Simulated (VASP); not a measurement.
Here is a VASP 6.6.1 calculation.

The input INCAR:

```
PREC = Accurate
ENCUT = 520
EDIFF = 1E-7
ISMEAR = -1
SIGMA = 0.05
LREAL = False
LASPH = True
NELM = 80
ALGO = Normal
ISIF = 2
LWAVE = False
LCHARG = True
GGA = PE
LELF = True
LVHAR = True
NBANDS = 28
```

The input KPOINTS:

```
Automatic mesh
0
Gamma
  5 5 5
```

POSCAR

```
Rb3Sn
1.0
    0.0000000000      4.6585840000      4.6585840000
    4.6585840000      0.0000000000      4.6585840000
    4.6585840000      4.6585840000      0.0000000000
Sn Rb
1 3
Direct
    0.0000000000      0.0000000000      0.0000000000
    0.5000000000      0.5000000000      0.5000000000
    0.7500000000      0.7500000000      0.7500000000
    0.2500000000      0.2500000000      0.2500000000
```

Potentials or basis: VASP PAW PBE potentials, release 64 (Sn_d, Rb_sv).

Launch:

```bash
$ cat potpaw_PBE.64/Sn_d/POTCAR potpaw_PBE.64/Rb_sv/POTCAR > POTCAR
$ mpirun -np 1 vasp_std > vasp.out
```

Problem. Predict the pressure.

Solution. 0.0 GPa.

Problem. What does it give for the band gap on the k mesh?

Solution. Zero (an odd number of electrons rules out a gap without spin polarisation).

Caveat: spin-orbit coupling is left out, which moves the levels of the heavy elements.
